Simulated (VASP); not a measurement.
# CuAu in VASP: settings compared

Aim: see how the results for CuAu move with the level of theory and the settings. Levels: LDA, PBEsol, PBE. Tasks: single point.

Program: VASP 6.6.1. These are calculated values, not measurements. Logs are shortened: lines on timing, memory, paths and dates and some standing lists are left out, and cuts for length are marked.

## Step 1: The cell of the first run

The structure is trigonal, space group R-3m (No. 166). The conventional cell has a = 2.886 Å, b = 2.886 Å, c = 12.769 Å, α = 90.00°, β = 90.00°, γ = 120.00°. Au (site symmetry -3m) has 6 Cu at 2.70 Å and 6 Au at 2.89 Å within 3.6 Å. Cu (site symmetry -3m) has 6 Au at 2.70 Å and 6 Cu at 2.89 Å within 3.6 Å.

## Step 2: Single point, LDA

INCAR

```
PREC = Accurate ; ENCUT = 520
EDIFF = 1E-7 ; ISMEAR = -1
SIGMA = 0.05 ; LREAL = False
LASPH = True ; NELM = 60
ALGO = Fast ; ISIF = 2
LWAVE = False ; LCHARG = False
NBANDS = 18
```

KPOINTS

```
regular mesh
0
Gamma
  11 11 11
```

POSCAR

```
CuAu
1.0
    1.4430568479      0.8331492596      4.2561707609
   -1.4430568479      0.8331492596      4.2561707609
    0.0000000000     -1.6662985192      4.2561707609
Au Cu
1 1
Direct
    0.0000000000      0.0000000000      0.0000000000
    0.5000000000      0.5000000000      0.5000000000
```

Potentials or basis: VASP PAW LDA potentials, release 64 (Au, Cu).

Launch:

```bash
> cat potpaw_LDA.64/Au/POTCAR potpaw_LDA.64/Cu/POTCAR > POTCAR
> mpirun -np 1 vasp_std > vasp.out
```

OUTCAR:

```text
PREC = Accurate
   ENCUT = 520
   EDIFF = 1E-7
   ISMEAR = -1
   LREAL = False
   LASPH = True
   NELM = 60
   ISIF = 2

 ion  position               nearest neighbor table
   1  0.000  0.000  0.000-   2 2.70   2 2.70   2 2.70   2 2.70   2 2.70   2 2.70
   2  0.500  0.500  0.500-   1 2.70   1 2.70   1 2.70   1 2.70   1 2.70   1 2.70

  LATTYP: Found a trigonal (rhomboedric) cell.
 ALAT       =     4.5707264522
 COS(alpha) =     0.8006453295

  Lattice vectors:

 A1 = (   1.4430568479,   0.8331492596,   4.2561707609)
 A2 = (  -1.4430568479,   0.8331492596,   4.2561707609)
 A3 = (   0.0000000000,  -1.6662985192,   4.2561707609)

Analysis of symmetry for initial positions (statically):
=====================================================================
 Subroutine PRICEL returns:
 Original cell was already a primitive cell.

 Routine SETGRP: Setting up the symmetry group for a
 trigonal (rhombohedral) supercell.

 Subroutine GETGRP returns: Found 12 space group operations
 (whereof 12 operations were pure point group operations)
 out of a pool of 12 trial point group operations.

The static configuration has the point symmetry D_3d.

Analysis of symmetry for dynamics (positions and initial velocities):
=====================================================================
 Subroutine PRICEL returns:
 Original cell was already a primitive cell.

 Routine SETGRP: Setting up the symmetry group for a
 trigonal (rhombohedral) supercell.

 Subroutine GETGRP returns: Found 12 space group operations
 (whereof 12 operations were pure point group operations)
 out of a pool of 12 trial point group operations.

The dynamic configuration has the point symmetry D_3d.

 Subroutine INISYM returns: Found 12 space group operations
 (whereof 12 operations are pure point group operations),
 and found     1 'primitive' translations

----------------------------------------------------------------------------------------

                                     Primitive cell

  volume of cell :      30.7027

  direct lattice vectors                    reciprocal lattice vectors
     1.443056848  0.833149260  4.256170761     0.346486696  0.200044187  0.078317660
    -1.443056848  0.833149260  4.256170761    -0.346486696  0.200044187  0.078317660
     0.000000000 -1.666298519  4.256170761     0.000000000 -0.400088375  0.078317660
[... 75 lines left out ...]
   PREC   = accura    normal or accurate (medium, high low for compatibility)
   ISTART =      0    job   : 0-new  1-cont  2-samecut
   ICHARG =      2    charge: 1-file 2-atom 10-const
   ISPIN  =      1    spin polarized calculation?
   LNONCOLLINEAR =      F non collinear calculations
   LSORBIT =      F    spin-orbit coupling
   LASPH  =      T    aspherical Exc in radial PAW
   ENCUT  =  520.0 eV  38.22 Ry    6.18 a.u.   8.50  8.50  8.50*2*pi/ulx,y,z
   NELM   =     60;   NELMIN=  2; NELMDL= -5     # of ELM steps
   EDIFF  = 0.1E-06   stopping-criterion for ELM
   LREAL  =      F    real-space projection
   EDIFFG = 0.1E-05   stopping-criterion for IOM
   NSW    =      0    number of steps for IOM
   IBRION =     -1    ionic relax: 0-MD 1-quasi-New 2-CG
   NFREE  =      0    steps in history (QN), initial steepest desc. (CG)
   ISIF   =      2    stress and relaxation
   ISYM   =      2    0-nonsym 1-usesym 2-fastsym
   POTIM  = 0.5000    time-step for ionic-motion
   TEBEG  =    0.0;   TEEND  =   0.0 temperature during run
   PSTRESS=    0.0 pullay stress
   NELECT =      22.0000    total number of electrons
   NUPDOWN=      -1.0000    fix difference up-down
   EMIN   =  10.00;   EMAX   =-10.00  energy-range for DOS
   EFERMI =   0.00;   METHOD = LEGACY
   ISMEAR =    -1;   SIGMA  =   0.05  broadening in eV -4-tet -1-fermi 0-gaus
   EFERMI_NEDOS =   21; number of points for ismear=-14 and -15
   IALGO  =     68    algorithm
   IMIX   =      4    mixing-type and parameters
     AMIX     =   0.40;   BMIX     =  1.00
     AMIX_MAG =   1.60;   BMIX_MAG =  1.00
  volume/ion in A,a.u.               =      15.35       103.60
  Fermi-wavevector in a.u.,A,eV,Ry     =   1.464952  2.768359 29.199270  2.146086
  Thomas-Fermi vector in A             =   2.580867
   LORBIT       =      0    0 simple, 1 ext, 2 COOP (PROOUT), +10 PAW based schemes
   GGA     = CA    functional components
   LHFCALC =     F    Hartree Fock is set to
   AEXX    =    0.0000 exact exchange contribution
   IVDW    =     0    specifies the selected vdW correction
   LEPSILON=     F    determine dielectric tensor
   LRPA    =     F    only Hartree local field effects (RPA)
 non-spin polarized calculation
 RMM-DIIS sequential band-by-band and
  energy-cutoff  :      520.00
  volume of cell :       30.70
 maximum number of plane-waves:       861
 NGX is ok and might be reduce to    36
   NGX = 17   NGY = 17   NGZ = 17

 number of electron      21.9999999 magnetization

 Free energy of the ion-electron system (eV)
  ---------------------------------------------------
  ext. energy  EPLUGINS =         0.00000000
  ---------------------------------------------------
  free energy    TOTEN  =        -8.99285876 eV

  energy without entropy =       -8.98491399  energy(sigma->0) =       -8.98888637

 E-fermi :   7.8144     XC(G=0): -12.6522

 val. band max:        7.8067501360   @ k =  -0.2727   0.2727   0.0909
 cond. band min:       7.8456723087   @ k =   0.4545   0.2727   0.1818
 fundamental gap:      0.0389221727
 Fermi energy:         7.8144359472

 k-point     1 :       0.0000    0.0000    0.0000
  band No.  band energies     occupation
      1      -1.6286      2.00000
      2       1.3876      2.00000
      3       3.0572      2.00000
      4       3.0572      2.00000
      5       4.0448      2.00000
      6       4.0448      2.00000
[... 481 lines left out ...]
      5       3.6684      2.00000
      6       4.8975      2.00000
[... 10 lines left out ...]
     17      20.2476      0.00000
     18      27.1145      0.00000

 [... further k-points ...]
[... 5 lines left out ...]
  --------------------------------------------------------------------------------------
  -------------------------------------------------------------------------------------
  Total       -2.3935872     -2.3935872     -2.2621956     -0.0000000      0.0000000      0.0000000
  in kB     -124.9059950   -124.9059950   -118.0495125     -0.0000000      0.0000000      0.0000000
  external PRESSURE =    -122.6205008 kB  Pullay stress =       0.0000000 kB

 VOLUME and BASIS-vectors are now :
 -----------------------------------------------------------------------------
  energy-cutoff  :      520.00
  volume of cell :       30.70
      direct lattice vectors                 reciprocal lattice vectors
     1.443056848  0.833149260  4.256170761     0.346486696  0.200044187  0.078317660
    -1.443056848  0.833149260  4.256170761    -0.346486696  0.200044187  0.078317660
     0.000000000 -1.666298519  4.256170761     0.000000000 -0.400088375  0.078317660

 POSITION                                       TOTAL-FORCE (eV/Angst)
 -----------------------------------------------------------------------------------
      0.00000      0.00000      0.00000         0.000000     -0.000000      0.000000
      0.00000      0.00000      6.38426         0.000000      0.000000     -0.000000
 -----------------------------------------------------------------------------------
    total drift:                                0.000000     -0.000000      0.000000

  FREE ENERGIE OF THE ION-ELECTRON SYSTEM (eV)
  ---------------------------------------------------
  free  energy   TOTEN  =        -8.9928587579 eV

  energy  without entropy=       -8.9849139909  energy(sigma->0) =       -8.98888637
```

stdout:

```text
POSCAR found type information on POSCAR AuCu
 POSCAR found :  2 types and       2 ions
 scaLAPACK will be used
 LDA part: xc-table for (Slater(with rela. corr.)+CA(PZ))
 , standard interpolation
 POSCAR, INCAR and KPOINTS ok, starting setup
 FFT: planning ... GRIDC
 FFT: planning ... GRID_SOFT
 FFT: planning ... GRID
 WAVECAR not read
 entering main loop
WARNING in EDDRMM: call to ZHEGV failed, returncode =   8  4     18
WARNING in EDDRMM: call to ZHEGV failed, returncode =   8  4     18
WARNING in EDDRMM: call to ZHEGV failed, returncode =   6  3     18
WARNING in EDDRMM: call to ZHEGV failed, returncode =   8  4     17
WARNING in EDDRMM: call to ZHEGV failed, returncode =   6  3     17
```

Run time: 6.9 min. Hardware: 1 thread of Intel Xeon 8259CL, shared host; peak memory 0.25 GiB.

Results:

| Item | Value |
| --- | --- |
| Free energy | -8.9929 eV |
| Pressure | -12.3 GPa |
| Band gap on the k mesh | zero (bands 11 and 12 overlap by 4.23 eV) |

Caveat: the cell stands under tension; spin-orbit coupling is left out, which moves the levels of the heavy elements.

## Step 3: Single point, PBEsol (atoms moved at random)

INCAR

```
SYSTEM = CuAu
  PREC = Accurate
  ENCUT = 520
  EDIFF = 1E-7
  ISMEAR = -1
  SIGMA = 0.05
  LREAL = .False.
  LASPH = .True.
  NELM = 60
  ALGO = Fast
  ISIF = 2
  LWAVE = .False.
  LCHARG = .False.
  GGA = PS
  NBANDS = 18
```

KPOINTS

```
regular mesh
0
Gamma
  11 11 11
  0 0 0
```

POSCAR

```
CuAu
1.0
    1.4430568479      0.8331492596      4.2561707609
   -1.4430568479      0.8331492596      4.2561707609
    0.0000000000     -1.6662985192      4.2561707609
Au Cu
1 1
Direct
   -0.0017160000      0.0121310000     -0.0123220000
    0.5007360000      0.5014260000      0.4999300000
```

Potentials or basis: VASP PAW PBE potentials, release 64 (Au, Cu).

Launch:

```bash
> cat potpaw_PBE.64/Au/POTCAR potpaw_PBE.64/Cu/POTCAR > POTCAR
> mpirun -np 1 vasp_std > vasp.out
```

Run time: 27 min. Hardware: 1 thread of Intel Xeon 8259CL, shared host; peak memory 0.55 GiB.

Results (log left out):

| Item | Value |
| --- | --- |
| Free energy | -8.1507 eV |
| Pressure | -7.9 GPa |
| Largest force | 0.126 eV/Å |
| Band gap on the k mesh | zero (bands 11 and 12 overlap by 4.15 eV) |

Forces in eV/Å, atoms in the order of the input:
```
Au   0.035 -0.050  0.110
Cu  -0.035  0.050 -0.110
```

Stress tensor (GPa, compression positive):
```
-8.50 -0.01  0.05
-0.01 -8.55 -0.02
 0.05 -0.02 -6.78
```

Levels at points of the mesh, in eV from the Fermi level:
```tsv
k point	band 8	band 9	band 10	band 11	band 12	band 13	band 14	band 15
(0.00, 0.00, 0.00)	-2.18	-2.18	-1.56	-1.56	-0.12	4.56	14.53	15.94
```

Caveat: the cell differs from its parent crystal (atoms moved at random); the cell stands under tension; the PAW data sets were made with another functional, which shifts forces and pressure a little; spin-orbit coupling is left out, which moves the levels of the heavy elements.

## Step 4: Single point, LDA

This run uses another cell than the first one, of 14.05 Å³/atom.

INCAR

```
ALGO = Normal
EDIFF = 1E-6
ENCUT = 520
GGA = CA
ISIF = 2
ISMEAR = -1
LASPH = T
LCHARG = F
LREAL = F
LWAVE = F
NBANDS = 18
NELM = 80
PREC = Accurate
SIGMA = 0.05
```

KPOINTS

```
k-points
0
Gamma
  11 11 11
```

POSCAR

```
CuAu
1.0
    1.3859243114      0.8001637743      4.2230089632
   -1.3859243114      0.8001637743      4.2230089632
    0.0000000000     -1.6003275485      4.2230089632
Au Cu
1 1
Direct
    0.0000000000      0.0000000000      0.0000000000
    0.5000000000      0.5000000000      0.5000000000
```

Potentials or basis: VASP PAW LDA potentials, release 64 (Au, Cu).

Launch:

```bash
> cat potpaw_LDA.64/Au/POTCAR potpaw_LDA.64/Cu/POTCAR > POTCAR
> mpirun -np 1 vasp_std > vasp.out
```

OUTCAR:

```text
EDIFF = 1E-6
   ENCUT = 520
   GGA = CA
   ISIF = 2
   ISMEAR = -1
   LASPH = T
   LREAL = F
   NELM = 80
   PREC = Accurate

 ion  position               nearest neighbor table
   1  0.000  0.000  0.000-   2 2.65   2 2.65   2 2.65   2 2.65   2 2.65   2 2.65
   2  0.500  0.500  0.500-   1 2.65   1 2.65   1 2.65   1 2.65   1 2.65   1 2.65

  LATTYP: Found a trigonal (rhomboedric) cell.
 ALAT       =     4.5160660941
 COS(alpha) =     0.8116401035

  Lattice vectors:
[... 190 lines left out ...]
      3       3.8973      2.00000
      4       3.8973      2.00000
      5       5.1895      2.00000
      6       5.1895      2.00000
[... 481 lines left out ...]
      5       4.7132      2.00000
      6       5.9042      2.00000
[... 10 lines left out ...]
     17      22.5072      0.00000
     18      29.5470      0.00000

 [... further k-points ...]
[... 5 lines left out ...]
  --------------------------------------------------------------------------------------
  -------------------------------------------------------------------------------------
  Total        0.0963748      0.0963748      0.1250402      0.0000000      0.0000000      0.0000000
  in kB        5.4951877      5.4951877      7.1296568      0.0000000      0.0000000      0.0000000
  external PRESSURE =       6.0400107 kB  Pullay stress =       0.0000000 kB

 VOLUME and BASIS-vectors are now :
 -----------------------------------------------------------------------------
  energy-cutoff  :      520.00
  volume of cell :       28.10
      direct lattice vectors                 reciprocal lattice vectors
     1.385924311  0.800163774  4.223008963     0.360770062  0.208290693  0.078932661
    -1.385924311  0.800163774  4.223008963    -0.360770062  0.208290693  0.078932661
     0.000000000 -1.600327548  4.223008963     0.000000000 -0.416581385  0.078932661

 POSITION                                       TOTAL-FORCE (eV/Angst)
 -----------------------------------------------------------------------------------
      0.00000      0.00000      0.00000        -0.000000     -0.000000      0.000000
      0.00000      0.00000      6.33451         0.000000      0.000000     -0.000000
 -----------------------------------------------------------------------------------
    total drift:                                0.000000     -0.000000      0.000000

  FREE ENERGIE OF THE ION-ELECTRON SYSTEM (eV)
  ---------------------------------------------------
  free  energy   TOTEN  =        -9.1006673794 eV

  energy  without entropy=       -9.0959656245  energy(sigma->0) =       -9.09831650
```

OSZICAR:

```text
N       E                     dE             d eps       ncg     rms          rms(c)
DAV:   1     0.126935003459E+03    0.12694E+03   -0.11013E+04  5768   0.176E+03
DAV:   2    -0.481095197584E+01   -0.13175E+03   -0.12335E+03  5328   0.301E+02
DAV:   3    -0.101713381398E+02   -0.53604E+01   -0.52569E+01  6314   0.706E+01
DAV:   4    -0.102437670348E+02   -0.72429E-01   -0.72372E-01  6582   0.685E+00
DAV:   5    -0.102456975451E+02   -0.19305E-02   -0.19304E-02  6934   0.114E+00    0.140E+01
DAV:   6    -0.958926204124E+01    0.65644E+00   -0.74503E+00  5700   0.776E+01    0.650E+00
DAV:   7    -0.919937090858E+01    0.38989E+00   -0.32546E+00  6476   0.827E+01    0.679E+00
DAV:   8    -0.910842002451E+01    0.90951E-01   -0.29454E-01  7450   0.140E+01    0.294E+00
DAV:   9    -0.910099733610E+01    0.74227E-02   -0.15419E-02  8116   0.226E+00    0.156E-01
DAV:  10    -0.910070065700E+01    0.29668E-03   -0.24978E-03  6762   0.122E+00    0.659E-02
DAV:  11    -0.910066923959E+01    0.31417E-04   -0.20426E-04  8036   0.367E-01    0.358E-02
DAV:  12    -0.910066743595E+01    0.18036E-05   -0.50787E-06  6182   0.264E-02    0.570E-03
DAV:  13    -0.910066737937E+01    0.56573E-07   -0.14747E-07  3236   0.398E-03
   1 F= -.91006674E+01 E0= -.90983165E+01  d E =-.470175E-02
```

stdout:

```text
POSCAR found type information on POSCAR AuCu
 POSCAR found :  2 types and       2 ions
 scaLAPACK will be used
 LDA part: xc-table for (Slater(with rela. corr.)+CA(PZ))
 , standard interpolation
 POSCAR, INCAR and KPOINTS ok, starting setup
 FFT: planning ... GRIDC
 FFT: planning ... GRID_SOFT
 FFT: planning ... GRID
 WAVECAR not read
 entering main loop
```

Wall time 3.8 min (1 thread of Intel Xeon 8259CL, shared host); peak memory 0.23 GiB.

What came out:

* Free energy: -9.1007 eV
* Pressure: 0.6 GPa
* Band gap on the k mesh: zero (bands 11 and 12 overlap by 4.53 eV)

Stress tensor (GPa, compression positive):
```
0.55 0.00 0.00
0.00 0.55 0.00
0.00 0.00 0.71
```

Caveat: spin-orbit coupling is left out, which moves the levels of the heavy elements.

## Step 5: Single point, PBEsol

This run uses another cell than the first one, of 14.48 Å³/atom.

INCAR

```
PREC = Accurate ; ENCUT = 520
EDIFF = 1E-6 ; ISMEAR = -1
SIGMA = 0.05 ; LREAL = F
LASPH = T ; NELM = 60
ALGO = Fast ; ISIF = 2
LWAVE = F ; LCHARG = F
GGA = PS ; NBANDS = 18
```

KPOINTS

```
Automatic mesh
0
Gamma
  11 11 11
```

POSCAR

```
CuAu
1.0
    1.3969273387      0.8065163750      4.2841674657
   -1.3969273387      0.8065163750      4.2841674657
    0.0000000000     -1.6130327500      4.2841674657
Au Cu
1 1
Direct
    0.0000000000      0.0000000000      0.0000000000
    0.5000000000      0.5000000000      0.5000000000
```

Potentials or basis: VASP PAW PBE potentials, release 64 (Au, Cu).

Launch:

```bash
> cat potpaw_PBE.64/Au/POTCAR potpaw_PBE.64/Cu/POTCAR > POTCAR
> mpirun -np 1 vasp_std > vasp.out
```

Run time: 6.1 min. Hardware: 1 thread of Intel Xeon 8259CL, shared host; peak memory 0.27 GiB.

Results (log left out):

```
Free energy            : -8.2054 eV
Pressure               : 0.1 GPa
Band gap on the k mesh : zero (bands 11 and 12 overlap by 4.38 eV)
```

Stress tensor (GPa, compression positive):
```
0.08 0.00 0.00
0.00 0.08 0.00
0.00 0.00 0.25
```

Levels at points of the mesh, in eV from the Fermi level:
```csv
k point,band 8,band 9,band 10,band 11,band 12,band 13,band 14,band 15
"(0.00, 0.00, 0.00)",-2.34,-2.34,-1.67,-1.67,-0.69,4.29,14.76,17.09
```

Caveat: the PAW data sets were made with another functional, which shifts forces and pressure a little; spin-orbit coupling is left out, which moves the levels of the heavy elements.

[end of part 1 of 2]

The gap in the log of VASP goes by the Fermi energy; the results here count the filled bands.